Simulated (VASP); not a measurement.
TiS2, 3 atoms in the cell. Symmetry: P-3m1, No. 164, trigonal system. The conventional cell has a = 3.412 Å, b = 3.412 Å, c = 5.752 Å, α = 90.00°, β = 90.00°, γ = 120.00°. Ti (site symmetry -3m) has 6 S at 2.44 Å within 3.2 Å. Within 3.2 Å of S (site symmetry 3m) lie 3 Ti at 2.44 Å.  This cell differs from its parent crystal: zz strain of +1 %.

- Program: VASP 6.6.1
- Task: electric field gradients
- Functional: PBEsol
- Potentials or basis: VASP PAW PBE potentials, release 64 (Ti_sv, S)
- Cutoff: 400 eV
- k mesh: 14 × 14 × 7
- Occupations: fermi-dirac, width 0.05 eV
- Spin: no spin polarisation
- Dipole correction: no
- Further INCAR settings: ALGO = Normal; EDIFF = 1e-08; NBANDS = 19

Potentials or basis: VASP PAW PBE potentials, release 64 (Ti_sv, S).

Command:

```console
$ cat potpaw_PBE.64/Ti_sv/POTCAR potpaw_PBE.64/S/POTCAR > POTCAR
$ mpirun -np 1 vasp_std > vasp.out
```

Hardware: 1 thread of Intel Xeon 8259CL, on a shared host.

Task: Estimate the wall time of this run.

Result: Wall time 3.2 min on 1 thread of Intel Xeon 8259CL (shared host), peak memory 0.23 GiB. Counts: scf iterations 20, k points 144.
